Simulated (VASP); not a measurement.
# Y (Im-3m) in VASP: a series of runs

Runs on Y. Level: PBE. Tasks: single point, relaxation of cell and atoms.

Everything below comes from runs of VASP 6.6.1. Logs are shortened: lines on timing, memory, paths and dates and some standing lists are left out, and cuts for length are marked.

### Step 1. The cell of the first run

It takes space group Im-3m (No. 229, cubic). The conventional cell has a = 3.174 Å, b = 3.174 Å, c = 3.174 Å, α = 90.00°, β = 90.00°, γ = 90.00°. Within 3.6 Å of Y (site symmetry m-3m) lie 14 Y at 2.75 to 3.17 Å.

### Step 2. Single point, PBE

File INCAR:

```
PREC     = Accurate       # precision mode
ENCUT    = 520            # plane-wave cutoff, eV
EDIFF    = 1E-6           # SCF threshold, eV
ISMEAR   = -1             # smearing method
SIGMA    = 0.05           # smearing width, eV
LREAL    = False          # projectors in reciprocal space
LASPH    = True           # aspherical terms in the spheres
NELM     = 80             # most SCF steps
ALGO     = Normal         # electronic algorithm
ISIF     = 2              # what is computed and relaxed
LWAVE    = False          # write WAVECAR
LCHARG   = False          # write CHGCAR
GGA      = PE             # functional
NBANDS   = 12             # bands
```

File KPOINTS:

```
regular mesh
0
Gamma
  17 17 17
```

File POSCAR:

```
Y
1.0
   -1.5868358619      1.5868358619      1.5868358619
    1.5868358619     -1.5868358619      1.5868358619
    1.5868358619      1.5868358619     -1.5868358619
Y
1
Direct
    0.0000000000      0.0000000000      0.0000000000
```

Potentials or basis: VASP PAW PBE potentials, release 64 (Y_sv).

Launch:

```sh
cat potpaw_PBE.64/Y_sv/POTCAR > POTCAR
mpirun -np 1 vasp_std > vasp.out
```

OUTCAR:

```text
PREC = Accurate
   ENCUT = 520
   EDIFF = 1E-6
   ISMEAR = -1
   LREAL = False
   LASPH = True
   NELM = 80
   ISIF = 2
   GGA = PE

 ion  position               nearest neighbor table
   1  0.000  0.000  0.000-

  LATTYP: Found a body centered cubic cell.
 ALAT       =     3.1736717238

  Lattice vectors:

 A1 = (  -1.5868358619,   1.5868358619,   1.5868358619)
 A2 = (   1.5868358619,  -1.5868358619,   1.5868358619)
 A3 = (   1.5868358619,   1.5868358619,  -1.5868358619)

Analysis of symmetry for initial positions (statically):
=====================================================================
 Subroutine PRICEL returns:
 Original cell was already a primitive cell.

 Routine SETGRP: Setting up the symmetry group for a
 body centered cubic supercell.

 Subroutine GETGRP returns: Found 48 space group operations
 (whereof 48 operations were pure point group operations)
 out of a pool of 48 trial point group operations.

The static configuration has the point symmetry O_h .

Analysis of symmetry for dynamics (positions and initial velocities):
=====================================================================
 Subroutine PRICEL returns:
 Original cell was already a primitive cell.

 Routine SETGRP: Setting up the symmetry group for a
 body centered cubic supercell.

 Subroutine GETGRP returns: Found 48 space group operations
 (whereof 48 operations were pure point group operations)
 out of a pool of 48 trial point group operations.

The dynamic configuration has the point symmetry O_h .

 Subroutine INISYM returns: Found 48 space group operations
 (whereof 48 operations are pure point group operations),
 and found     1 'primitive' translations

----------------------------------------------------------------------------------------

                                     Primitive cell

  volume of cell :      15.9829

  direct lattice vectors                    reciprocal lattice vectors
    -1.586835862  1.586835862  1.586835862     0.000000000  0.315092450  0.315092450
     1.586835862 -1.586835862  1.586835862     0.315092450  0.000000000  0.315092450
     1.586835862  1.586835862 -1.586835862     0.315092450  0.315092450  0.000000000

  length of vectors
     2.748480336  2.748480336  2.748480336     0.445608017  0.445608017  0.445608017

  position of ions in fractional coordinates (direct lattice)
     0.000000000  0.000000000  0.000000000

  ion indices of the primitive-cell ions
   primitive index   ion index
                 1           1

----------------------------------------------------------------------------------------

 KPOINTS: regular mesh

Automatic generation of k-mesh.
 Grid dimensions read from file:
 generate k-points for:   17   17   17

 Generating k-lattice:

  Cartesian coordinates                     Fractional coordinates (reciprocal lattice)
     0.000000000  0.018534850  0.018534850     0.058823529  0.000000000  0.000000000
     0.018534850  0.000000000  0.018534850     0.000000000  0.058823529  0.000000000
     0.018534850  0.018534850  0.000000000     0.000000000  0.000000000  0.058823529

  Length of vectors
     0.026212236  0.026212236  0.026212236

  Shift w.r.t. Gamma in fractional coordinates (k-lattice)
     0.000000000  0.000000000  0.000000000

 Subroutine IBZKPT returns following result:
 ===========================================

 Found    165 irreducible k-points:

 Following reciprocal coordinates:
            Coordinates               Weight
  0.000000  0.000000  0.000000      1.000000
  0.058824  0.000000  0.000000     12.000000
  0.117647  0.000000  0.000000     12.000000
  0.176471  0.000000  0.000000     12.000000
  0.235294  0.000000  0.000000     12.000000
  0.294118  0.000000  0.000000     12.000000
[... 16 lines left out ...]
  0.411765  0.117647 -0.000000     48.000000
  0.176471  0.176471  0.000000     24.000000
 [... further k-points ...]
   k-points           NKPTS =    165   k-points in BZ     NKDIM =    165   number of bands    NBANDS=     12
   number of dos      NEDOS =    301   number of ions     NIONS =      1
   total plane-waves  NPLWV =   8000
   dimension x,y,z NGX =    20 NGY =   20 NGZ =   20
   dimension x,y,z NGXF=    40 NGYF=   40 NGZF=   40
   ions per type =               1
   NGX,Y,Z   is equivalent  to a cutoff of  12.10, 12.10, 12.10 a.u.
   NGXF,Y,Z  is equivalent  to a cutoff of  24.19, 24.19, 24.19 a.u.
 SYSTEM =  unknown system
   PREC   = accura    normal or accurate (medium, high low for compatibility)
   ISTART =      0    job   : 0-new  1-cont  2-samecut
   ICHARG =      2    charge: 1-file 2-atom 10-const
   ISPIN  =      1    spin polarized calculation?
   LNONCOLLINEAR =      F non collinear calculations
   LSORBIT =      F    spin-orbit coupling
   LASPH  =      T    aspherical Exc in radial PAW
   ENCUT  =  520.0 eV  38.22 Ry    6.18 a.u.   5.11  5.11  5.11*2*pi/ulx,y,z
   NELM   =     80;   NELMIN=  2; NELMDL= -5     # of ELM steps
   EDIFF  = 0.1E-05   stopping-criterion for ELM
   LREAL  =      F    real-space projection
   EDIFFG = 0.1E-04   stopping-criterion for IOM
   NSW    =      0    number of steps for IOM
   IBRION =     -1    ionic relax: 0-MD 1-quasi-New 2-CG
   NFREE  =      0    steps in history (QN), initial steepest desc. (CG)
   ISIF   =      2    stress and relaxation
   ISYM   =      2    0-nonsym 1-usesym 2-fastsym
   POTIM  = 0.5000    time-step for ionic-motion
   TEBEG  =    0.0;   TEEND  =   0.0 temperature during run
   PSTRESS=    0.0 pullay stress
   NELECT =      11.0000    total number of electrons
   NUPDOWN=      -1.0000    fix difference up-down
   EMIN   =  10.00;   EMAX   =-10.00  energy-range for DOS
   EFERMI =   0.00;   METHOD = LEGACY
   ISMEAR =    -1;   SIGMA  =   0.05  broadening in eV -4-tet -1-fermi 0-gaus
   EFERMI_NEDOS =   21; number of points for ismear=-14 and -15
   IALGO  =     38    algorithm
   IMIX   =      4    mixing-type and parameters
     AMIX     =   0.40;   BMIX     =  1.00
     AMIX_MAG =   1.60;   BMIX_MAG =  1.00
  volume/ion in A,a.u.               =      15.98       107.86
  Fermi-wavevector in a.u.,A,eV,Ry     =   1.445397  2.731404 28.424905  2.089172
  Thomas-Fermi vector in A             =   2.563583
   LORBIT       =      0    0 simple, 1 ext, 2 COOP (PROOUT), +10 PAW based schemes
   GGA     = PE    functional components
   LHFCALC =     F    Hartree Fock is set to
   AEXX    =    0.0000 exact exchange contribution
   IVDW    =     0    specifies the selected vdW correction
   LEPSILON=     F    determine dielectric tensor
   LRPA    =     F    only Hartree local field effects (RPA)
 non-spin polarized calculation
  energy-cutoff  :      520.00
  volume of cell :       15.98
 maximum number of plane-waves:       444
   NGX = 11   NGY = 11   NGZ = 11

 number of electron      10.9999999 magnetization

 Free energy of the ion-electron system (eV)
  ---------------------------------------------------
  ext. energy  EPLUGINS =         0.00000000
  ---------------------------------------------------
  free energy    TOTEN  =        -3.71309539 eV

  energy without entropy =       -3.69872923  energy(sigma->0) =       -3.70591231

 E-fermi :   7.3678     XC(G=0): -12.6745

 val. band max:        7.3668117134   @ k =   0.2353   0.1765   0.1176
 cond. band min:       7.3759709838   @ k =  -0.3529   0.4706   0.0588
 fundamental gap:      0.0091592704
 Fermi energy:         7.3677565753

 k-point     1 :       0.0000    0.0000    0.0000
  band No.  band energies     occupation
      1     -34.8646      2.00000
      2     -12.4719      2.00000
      3     -12.4719      2.00000
      4     -12.4719      2.00000
      5       3.1632      2.00000
      6       9.8158      0.00000
      7       9.8158      0.00000
      8       9.8158      0.00000
      9      13.6107      0.00000
     10      13.6107      0.00000
     11      20.5042      0.00000
     12      20.5042      0.00000

 k-point     2 :       0.0588    0.0000    0.0000
  band No.  band energies     occupation
      1     -34.8329      2.00000
      2     -12.6458      2.00000
      3     -12.5181      2.00000
      4     -12.4756      2.00000
      5       3.3937      2.00000
      6       9.6450      0.00000
      7       9.7567      0.00000
      8      10.0248      0.00000
      9      13.2639      0.00000
     10      13.5727      0.00000
     11      20.7523      0.00000
     12      20.8697      0.00000

 k-point     3 :       0.1176    0.0000    0.0000
  band No.  band energies     occupation
      1     -34.7408      2.00000
      2     -13.1231      2.00000
      3     -12.6481      2.00000
      4     -12.4864      2.00000
      5       4.0041      2.00000
      6       9.2000      0.00000
      7       9.5238      0.00000
      8      10.6410      0.00000
      9      12.7399      0.00000
     10      13.5003      0.00000
     11      21.4148      0.00000
     12      21.8982      0.00000
[... 286 lines left out ...]
 k-point    23 :       0.4118    0.1176   -0.0000
  band No.  band energies     occupation
      1     -33.8020      2.00000
      2     -16.4466      2.00000
      3     -13.9306      2.00000
      4     -12.7933      2.00000
      5       4.6523      2.00000
      6       6.8718      1.99990
      7      11.8038      0.00000
      8      13.7433      0.00000
      9      16.0611      0.00000
     10      19.9401      0.00000
     11      20.4568      0.00000
     12      24.8880      0.00000

 k-point    24 :       0.1765    0.1765    0.0000
  band No.  band energies     occupation
      1     -34.1869      2.00000
      2     -15.2142      2.00000
      3     -13.4163      2.00000
      4     -12.7880      2.00000
      5       6.0241      2.00000
      6       7.5887      0.02382
      7       8.6754      0.00000
      8      12.2907      0.00000
      9      15.0553      0.00000
     10      15.5415      0.00000
     11      23.5507      0.00000
     12      24.1949      0.00000

 [... further k-points ...]
[... 5 lines left out ...]
  --------------------------------------------------------------------------------------
  -------------------------------------------------------------------------------------
  Total        8.0783663      8.0783663      8.0783663      0.0000000      0.0000000      0.0000000
  in kB      809.8006325    809.8006325    809.8006325      0.0000000      0.0000000      0.0000000
  external PRESSURE =     809.8006325 kB  Pullay stress =       0.0000000 kB

 VOLUME and BASIS-vectors are now :
 -----------------------------------------------------------------------------
  energy-cutoff  :      520.00
  volume of cell :       15.98
      direct lattice vectors                 reciprocal lattice vectors
    -1.586835862  1.586835862  1.586835862     0.000000000  0.315092450  0.315092450
     1.586835862 -1.586835862  1.586835862     0.315092450  0.000000000  0.315092450
     1.586835862  1.586835862 -1.586835862     0.315092450  0.315092450  0.000000000

 POSITION                                       TOTAL-FORCE (eV/Angst)
 -----------------------------------------------------------------------------------
      0.00000      0.00000      0.00000         0.000000     -0.000000      0.000000
 -----------------------------------------------------------------------------------
    total drift:                               -0.000000     -0.000000      0.000000

  FREE ENERGIE OF THE ION-ELECTRON SYSTEM (eV)
  ---------------------------------------------------
  free  energy   TOTEN  =        -3.7130953875 eV

  energy  without entropy=       -3.6987292300  energy(sigma->0) =       -3.70591231
```

Run time: 23 s. Hardware: 1 thread of Intel Xeon Platinum 8259CL at 2.50GHz (Skylake/Cascade Lake), shared host; peak memory 0.16 GiB.

Results:

* Free energy: -3.7131 eV
* Pressure: 81.0 GPa

Levels at points of the mesh, in eV from the Fermi level:
```csv
k point,band 4,band 5,band 6,band 7,band 8,band 9
"(0.00, 0.00, 0.00)",-19.84,-4.20,2.45,2.45,2.45,6.24
```

(Part 1 of 2 ends here.)
